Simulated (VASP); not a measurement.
# Ta12HCN in VASP: single point with PBE

Aim: the single point of Ta12HCN with PBE.

Program: VASP 6.6.1. These are calculated values, not measurements. Logs are shortened: lines on timing, memory, paths and dates and some standing lists are left out, and cuts for length are marked.

## (1) The cell of the first run

The cell holds a slab with vacuum, 15 atoms: a = 5.720 Å, b = 5.720 Å, c = 24.886 Å, α = 90.00°, β = 90.00°, γ = 109.47°.

## (2) Single point, PBE

File INCAR:

```
PREC = Accurate
ENCUT = 520
EDIFF = 1E-6
ISMEAR = -1
SIGMA = 0.05
LREAL = Auto
LASPH = True
NELM = 100
ALGO = Normal
ISIF = 2
LWAVE = False
LCHARG = True
LDIPOL = True
IDIPOL = 3
DIPOL = 0.5 0.5 0.467
GGA = PE
LELF = True
LVHAR = True
LVACPOTAV = True
NBANDS = 84
```

File KPOINTS:

```
Automatic mesh
0
Gamma
  5 5 1
```

File POSCAR:

```
Ta12HCN
1.0
    5.7202017150      0.0000000000      0.0000000000
   -1.9067339050      5.3930578966      0.0000000000
    0.0000000000      0.0000000000     24.8861251426
Ta C N H
12 1 1 1
Direct
    0.2500000000      0.2500000000      0.3214642679
    0.2500000000      0.7500000000      0.3214642679
    0.7500000000      0.2500000000      0.3214642679
    0.7500000000      0.7500000000      0.3214642679
    0.5000000000      0.5000000000      0.4153022020
    0.5000000000      0.0000000000      0.4153022020
    0.0000000000      0.5000000000      0.4153022020
    0.0000000000      0.0000000000      0.4153022020
    0.7500000000      0.7500000000      0.5091401361
    0.7500000000      0.2500000000      0.5091401361
    0.2500000000      0.7500000000      0.5091401361
    0.2500000000      0.2500000000      0.5091401361
    0.2500000000      0.2500000000      0.6729703820
    0.2500000000      0.2500000000      0.6264745939
    0.2500000000      0.2500000000      0.7155041229
```

Potentials or basis: VASP PAW PBE potentials, release 64 (Ta_pv, C, N, H).

On the command line:

```console
cat potpaw_PBE.64/Ta_pv/POTCAR potpaw_PBE.64/C/POTCAR potpaw_PBE.64/N/POTCAR potpaw_PBE.64/H/POTCAR > POTCAR
mpirun -np 1 vasp_std > vasp.out
```

OUTCAR:

```text
PREC = Accurate
   ENCUT = 520
   EDIFF = 1E-6
   ISMEAR = -1
   LREAL = Auto
   LASPH = True
   NELM = 100
   ISIF = 2
   GGA = PE

 ion  position               nearest neighbor table
   1  0.250  0.250  0.321-   5 2.86   8 2.86   3 2.86   3 2.86   2 2.86   2 2.86   7 3.30   6 3.30
                             4 3.30   4 3.30
   2  0.250  0.750  0.321-   6 2.86   7 2.86   4 2.86   4 2.86   1 2.86   1 2.86   5 3.30   8 3.30
                             3 3.30   3 3.30
   3  0.750  0.250  0.321-   6 2.86   7 2.86   1 2.86   1 2.86   4 2.86   4 2.86   5 3.30   8 3.30
                             2 3.30   2 3.30
   4  0.750  0.750  0.321-   5 2.86   8 2.86   2 2.86   2 2.86   3 2.86   3 2.86   7 3.30   6 3.30
                             1 3.30   1 3.30
   5  0.500  0.500  0.415-   1 2.86   4 2.86   9 2.86  12 2.86   7 2.86   7 2.86   6 2.86   6 2.86
                            11 3.30   2 3.30   3 3.30  10 3.30   8 3.30   8 3.30
   6  0.500  0.000  0.415-   2 2.86   3 2.86  10 2.86  11 2.86   8 2.86   8 2.86   5 2.86   5 2.86
                             4 3.30  12 3.30   9 3.30   1 3.30   7 3.30   7 3.30
   7  0.000  0.500  0.415-   2 2.86   3 2.86  10 2.86  11 2.86   5 2.86   5 2.86   8 2.86   8 2.86
                             4 3.30  12 3.30   9 3.30   1 3.30   6 3.30   6 3.30
   8  0.000  0.000  0.415-   1 2.86   4 2.86   9 2.86  12 2.86   6 2.86   6 2.86   7 2.86   7 2.86
                            11 3.30   2 3.30   3 3.30  10 3.30   5 3.30   5 3.30
   9  0.750  0.750  0.509-   5 2.86   8 2.86  11 2.86  11 2.86  10 2.86  10 2.86   7 3.30   6 3.30
                            12 3.30  12 3.30
  10  0.750  0.250  0.509-   6 2.86   7 2.86  12 2.86  12 2.86   9 2.86   9 2.86   5 3.30   8 3.30
                            11 3.30  11 3.30
  11  0.250  0.750  0.509-   6 2.86   7 2.86   9 2.86   9 2.86  12 2.86  12 2.86   5 3.30   8 3.30
                            10 3.30  10 3.30
  12  0.250  0.250  0.509-   5 2.86   8 2.86  10 2.86  10 2.86  11 2.86  11 2.86   7 3.30   6 3.30
                             9 3.30   9 3.30
  13  0.250  0.250  0.673-  15 1.06  14 1.16
  14  0.250  0.250  0.626-  13 1.16
  15  0.250  0.250  0.716-  13 1.06

  LATTYP: Found a base centered orthorhombic cell.
 ALAT       =     6.6051200000
 B/A-ratio  =     1.4142135624
 C/A-ratio  =     3.7677021981

  Lattice vectors:

 A1 = (   5.7202017150,   0.0000000000,   0.0000000000)
 A2 = (  -1.9067339050,   5.3930578966,   0.0000000000)
 A3 = (   0.0000000000,   0.0000000000,  24.8861251426)

Analysis of symmetry for initial positions (statically):
=====================================================================
 Subroutine PRICEL returns:
 Original cell was already a primitive cell.

 Routine SETGRP: Setting up the symmetry group for a
 base centered orthorhombic supercell.

 Subroutine GETGRP returns: Found  4 space group operations
 (whereof  2 operations were pure point group operations)
 out of a pool of  8 trial point group operations.

The static configuration has the point symmetry C_1h.
 The point group associated with its full space group is C_2v.

Analysis of symmetry for dynamics (positions and initial velocities):
=====================================================================
 Subroutine PRICEL returns:
 Original cell was already a primitive cell.

 Routine SETGRP: Setting up the symmetry group for a
 base centered orthorhombic supercell.

 Subroutine GETGRP returns: Found  4 space group operations
 (whereof  2 operations were pure point group operations)
 out of a pool of  8 trial point group operations.

The dynamic configuration has the point symmetry C_1h.
 The point group associated with its full space group is C_2v.

 Subroutine INISYM returns: Found  4 space group operations
 (whereof  2 operations are pure point group operations),
 and found     1 'primitive' translations

----------------------------------------------------------------------------------------

                                     Primitive cell

  volume of cell :     767.7215

  direct lattice vectors                    reciprocal lattice vectors
     5.720201715  0.000000000  0.000000000     0.174819010  0.061807854  0.000000000
    -1.906733905  5.393057897  0.000000000     0.000000000  0.185423561  0.000000000
     0.000000000  0.000000000 24.886125143     0.000000000  0.000000000  0.040183033

  length of vectors
     5.720201715  5.720201715 24.886125143     0.185423561  0.185423561  0.040183033

  position of ions in fractional coordinates (direct lattice)
     0.250000000  0.250000000  0.321464268
     0.250000000  0.750000000  0.321464268
     0.750000000  0.250000000  0.321464268
     0.750000000  0.750000000  0.321464268
     0.500000000  0.500000000  0.415302202
     0.500000000  0.000000000  0.415302202
     0.000000000  0.500000000  0.415302202
     0.000000000  0.000000000  0.415302202
     0.750000000  0.750000000  0.509140136
     0.750000000  0.250000000  0.509140136
     0.250000000  0.750000000  0.509140136
     0.250000000  0.250000000  0.509140136
     0.250000000  0.250000000  0.672970382
     0.250000000  0.250000000  0.626474594
     0.250000000  0.250000000  0.715504123

  ion indices of the primitive-cell ions
   primitive index   ion index
                 1           1
                 2           2
                 3           3
                 4           4
                 5           5
                 6           6
                 7           7
                 8           8
                 9           9
                10          10
                11          11
                12          12
                13          13
                14          14
                15          15

----------------------------------------------------------------------------------------

 KPOINTS: Automatic mesh

Automatic generation of k-mesh.
 Grid dimensions read from file:
 generate k-points for:    5    5    1

 Generating k-lattice:

  Cartesian coordinates                     Fractional coordinates (reciprocal lattice)
     0.034963802  0.012361571  0.000000000     0.200000000  0.000000000  0.000000000
     0.000000000  0.037084712  0.000000000     0.000000000  0.200000000  0.000000000
     0.000000000  0.000000000  0.040183033     0.000000000  0.000000000  1.000000000

  Length of vectors
     0.037084712  0.037084712  0.040183033

  Shift w.r.t. Gamma in fractional coordinates (k-lattice)
     0.000000000  0.000000000  0.000000000

 Subroutine IBZKPT returns following result:
 ===========================================

 Found      9 irreducible k-points:

 Following reciprocal coordinates:
            Coordinates               Weight
  0.000000  0.000000  0.000000      1.000000
  0.200000 -0.000000  0.000000      4.000000
  0.400000 -0.000000  0.000000      4.000000
  0.200000  0.200000  0.000000      2.000000
  0.400000  0.200000  0.000000      4.000000
 -0.400000  0.200000  0.000000      4.000000
 -0.200000  0.200000  0.000000      2.000000
  0.400000  0.400000  0.000000      2.000000
 -0.400000  0.400000  0.000000      2.000000
   k-points           NKPTS =      9   k-points in BZ     NKDIM =      9   number of bands    NBANDS=     84
   number of dos      NEDOS =    301   number of ions     NIONS =     15
   total plane-waves  NPLWV = 442368
   dimension x,y,z NGX =    48 NGY =   48 NGZ =  192
   dimension x,y,z NGXF=    96 NGYF=   96 NGZF=  384
   ions per type =              12   1   1   1
   NGX,Y,Z   is equivalent  to a cutoff of  13.95, 13.95, 12.83 a.u.
   NGXF,Y,Z  is equivalent  to a cutoff of  27.90, 27.90, 25.65 a.u.
 SYSTEM =  unknown system
   PREC   = accura    normal or accurate (medium, high low for compatibility)
   ISTART =      0    job   : 0-new  1-cont  2-samecut
   ICHARG =      2    charge: 1-file 2-atom 10-const
   ISPIN  =      1    spin polarized calculation?
   LNONCOLLINEAR =      F non collinear calculations
   LSORBIT =      F    spin-orbit coupling
   LASPH  =      T    aspherical Exc in radial PAW
   ENCUT  =  520.0 eV  38.22 Ry    6.18 a.u.  10.64 10.64 46.27*2*pi/ulx,y,z
   NELM   =    100;   NELMIN=  2; NELMDL= -5     # of ELM steps
   EDIFF  = 0.1E-05   stopping-criterion for ELM
   LREAL  =      T    real-space projection
   EDIFFG = 0.1E-04   stopping-criterion for IOM
   NSW    =      0    number of steps for IOM
   IBRION =     -1    ionic relax: 0-MD 1-quasi-New 2-CG
   NFREE  =      0    steps in history (QN), initial steepest desc. (CG)
   ISIF   =      2    stress and relaxation
   ISYM   =      2    0-nonsym 1-usesym 2-fastsym
   POTIM  = 0.5000    time-step for ionic-motion
   TEBEG  =    0.0;   TEEND  =   0.0 temperature during run
   PSTRESS=    0.0 pullay stress
   NELECT =     142.0000    total number of electrons
   NUPDOWN=      -1.0000    fix difference up-down
   EMIN   =  10.00;   EMAX   =-10.00  energy-range for DOS
   EFERMI =   0.00;   METHOD = LEGACY
   ISMEAR =    -1;   SIGMA  =   0.05  broadening in eV -4-tet -1-fermi 0-gaus
   EFERMI_NEDOS =   21; number of points for ismear=-14 and -15
   IALGO  =     38    algorithm
   IMIX   =      4    mixing-type and parameters
     AMIX     =   0.40;   BMIX     =  1.00
     AMIX_MAG =   1.60;   BMIX_MAG =  1.00
  volume/ion in A,a.u.               =      51.18       345.39
  Fermi-wavevector in a.u.,A,eV,Ry     =   0.932760  1.762660 11.837618  0.870040
  Thomas-Fermi vector in A             =   2.059391
   LORBIT       =      0    0 simple, 1 ext, 2 COOP (PROOUT), +10 PAW based schemes
   GGA     = PE    functional components
   LHFCALC =     F    Hartree Fock is set to
   AEXX    =    0.0000 exact exchange contribution
   IVDW    =     0    specifies the selected vdW correction
   LEPSILON=     F    determine dielectric tensor
   LRPA    =     F    only Hartree local field effects (RPA)
 non-spin polarized calculation
  energy-cutoff  :      520.00
  volume of cell :      767.72
 maximum number of plane-waves:     20721
 NGX is ok and might be reduce to    48
   NGX = 21   NGY = 21   NGZ = 93

 dipolmoment           0.000000      0.000000      0.276763 electrons x Angstroem

 number of electron     141.9999995 magnetization

 dipolmoment           0.000000      0.000000     -0.561194 electrons x Angstroem

 Free energy of the ion-electron system (eV)
  ---------------------------------------------------
  ext. energy  EPLUGINS =         0.00000000
  ---------------------------------------------------
  free energy    TOTEN  =      -152.38977727 eV

  energy without entropy =     -152.27423781  energy(sigma->0) =     -152.33200754

 E-fermi :  -0.5114     XC(G=0):  -4.8936

 val. band max:       -0.5201473490   @ k =   0.2000   0.2000   0.0000
 cond. band min:      -0.4479722167   @ k =  -0.4000   0.2000   0.0000
 fundamental gap:      0.0721751323
 Fermi energy:        -0.5113704076

 k-point     1 :       0.0000    0.0000    0.0000
  band No.  band energies     occupation
      1     -35.0400      2.00000
      2     -35.0237      2.00000
      3     -35.0216      2.00000
      4     -34.9834      2.00000
      5     -34.9707      2.00000
      6     -34.9354      2.00000
[... 763 lines left out ...]
     82       0.9810      0.00000
     83       1.0583      0.00000
 [bands above 83 left out]

------------------------ aborting loop because EDIFF is reached ----------------------------------------

  FORCE on cell =-STRESS in cart. coord.  units (eV):
  Direction    XX          YY          ZZ          XY          YZ          ZX
  --------------------------------------------------------------------------------------
  -------------------------------------------------------------------------------------
  Total      -14.2939308    -13.9505889     -5.8040691      0.4855588      0.0000000      0.0000000
  in kB      -29.8303638    -29.1138350    -12.1126579      1.0133248      0.0000000      0.0000000
  external PRESSURE =     -23.6856189 kB  Pullay stress =       0.0000000 kB

 VOLUME and BASIS-vectors are now :
 -----------------------------------------------------------------------------
  energy-cutoff  :      520.00
  volume of cell :      767.72
      direct lattice vectors                 reciprocal lattice vectors
     5.720201715  0.000000000  0.000000000     0.174819010  0.061807854  0.000000000
    -1.906733905  5.393057897  0.000000000     0.000000000  0.185423561  0.000000000
     0.000000000  0.000000000 24.886125143     0.000000000  0.000000000  0.040183033

 POSITION                                       TOTAL-FORCE (eV/Angst)
 -----------------------------------------------------------------------------------
      0.95337      1.34826      8.00000         0.000000      0.000000      0.323452
      0.00000      4.04479      8.00000         0.000000     -0.000000      0.340383
      3.81347      1.34826      8.00000        -0.000000      0.000000      0.340383
      2.86010      4.04479      8.00000        -0.000000     -0.000000      0.275515
      1.90673      2.69653     10.33526         0.015230      0.021538     -0.049479
      2.86010      0.00000     10.33526        -0.022013      0.015566      0.026113
     -0.95337      2.69653     10.33526         0.022013     -0.015566      0.026113
      0.00000      0.00000     10.33526        -0.015230     -0.021538     -0.049479
      2.86010      4.04479     12.67053         0.000000     -0.000000     -0.461994
      3.81347      1.34826     12.67053        -0.000000     -0.000000     -0.480363
      0.00000      4.04479     12.67053        -0.000000     -0.000000     -0.480363
      0.95337      1.34826     12.67053        -0.000000     -0.000000      0.563271
      0.95337      1.34826     16.74763        -0.000000      0.000000      0.064113
      0.95337      1.34826     15.59053        -0.000000     -0.000000     -0.987335
      0.95337      1.34826     17.80613         0.000000     -0.000000      0.549669
 -----------------------------------------------------------------------------------
    total drift:                                0.000000      0.000000     -0.025228

  FREE ENERGIE OF THE ION-ELECTRON SYSTEM (eV)
  ---------------------------------------------------
  free  energy   TOTEN  =      -152.3897772654 eV

  energy  without entropy=     -152.2742378102  energy(sigma->0) =     -152.33200754

 vacuum level on the upper side and lower side of the slab         1.036         4.328
```

It took 57 min on 1 thread of Intel Xeon 8259CL, shared host; peak memory 1.1 GiB.

What came out:

```
Free energy            : -152.3898 eV
Largest force          : 0.987 eV/Å
Band gap on the k mesh : zero (bands 71 and 72 overlap by 0.74 eV)
```

Forces in eV/Å, atoms in the order of the input:
```
Ta   0.000  0.000  0.323
Ta   0.000  0.000  0.340
Ta   0.000  0.000  0.340
Ta   0.000  0.000  0.276
Ta   0.015  0.022 -0.049
Ta  -0.022  0.016  0.026
Ta   0.022 -0.016  0.026
Ta  -0.015 -0.022 -0.049
Ta   0.000  0.000 -0.462
Ta   0.000  0.000 -0.480
Ta   0.000  0.000 -0.480
Ta   0.000  0.000  0.563
C    0.000  0.000  0.064
N    0.000  0.000 -0.987
H    0.000  0.000  0.550
```

Caveat: spin-orbit coupling is left out, which moves the levels of the heavy elements.

The gap in the log of VASP goes by the Fermi energy; the results here count the filled bands.